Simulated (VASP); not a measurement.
Write the native input for VASP 6.6.1 that does the following.

```yaml
Task: relaxation of cell and atoms
Functional: LDA
Potentials_or_basis: VASP PAW LDA potentials, release 64 (Ni)
Cutoff: 600 eV
k_mesh: 13 × 13 × 9
Occupations: fermi-dirac, width 0.05 eV
Spin: collinear spin, antiferromagnetic start
Starting_moments: "[0.8, -0.8] μB"
Dipole_correction: no
Further_INCAR_settings: ALGO = Normal; EDIFF = 1e-06; IBRION = 2; EDIFFG = -0.01; NSW = 80; ISIF = 3
```

The structure of Ni lies in POSCAR:

```
Ni
1.0
    2.4917594441      0.0000000000      0.0000000000
    0.0000000000      2.4917594441      0.0000000000
    0.0000000000      0.0000000000      3.5238800000
Ni
2
Direct
    0.0000000000      0.0000000000      0.0000000000
    0.5000000000      0.5000000000      0.5000000000
```

The input as run:

INCAR

```
SYSTEM = Ni
  ALGO = Normal
  EDIFF = 1E-6
  EDIFFG = -0.01
  ENCUT = 600
  GGA = CA
  IBRION = 2
  ISIF = 3
  ISMEAR = -1
  ISPIN = 2
  LASPH = .TRUE.
  LCHARG = .FALSE.
  LMAXMIX = 4
  LORBIT = 11
  LREAL = .FALSE.
  LWAVE = .FALSE.
  MAGMOM = 0.8 -0.8
  NELM = 150
  NSW = 80
  PREC = Accurate
  SIGMA = 0.05
```

KPOINTS

```
k-points
0
G
  13 13 9
  0 0 0
```

Potentials or basis: VASP PAW LDA potentials, release 64 (Ni).

Run with:

```console
$ cat potpaw_LDA.64/Ni/POTCAR > POTCAR
$ mpirun -np 1 vasp_std > vasp.out
```

Results of the run:

The relaxed volume is 9.98 Å³/atom and the relaxed cell is a = 2.417 Å, b = 2.417 Å, c = 3.419 Å, α = 90.00°, β = 90.00°, γ = 90.00°. The space group after relaxing (to 0.1 Å) is Fm-3m (No. 225) and the energy gained by relaxing is 61.0 meV/atom. The ionic steps are 4. The pressure after relaxing is 0.0 GPa. The band gap on the k mesh is zero (filled and empty bands overlap). The net moment is 0.00 μB per cell and the valence electrons inside the program's atomic spheres are Ni 9.49.

Wall time 4.9 min on 1 thread of Intel Xeon 8259CL, on a shared host, peak memory 0.19 GiB.
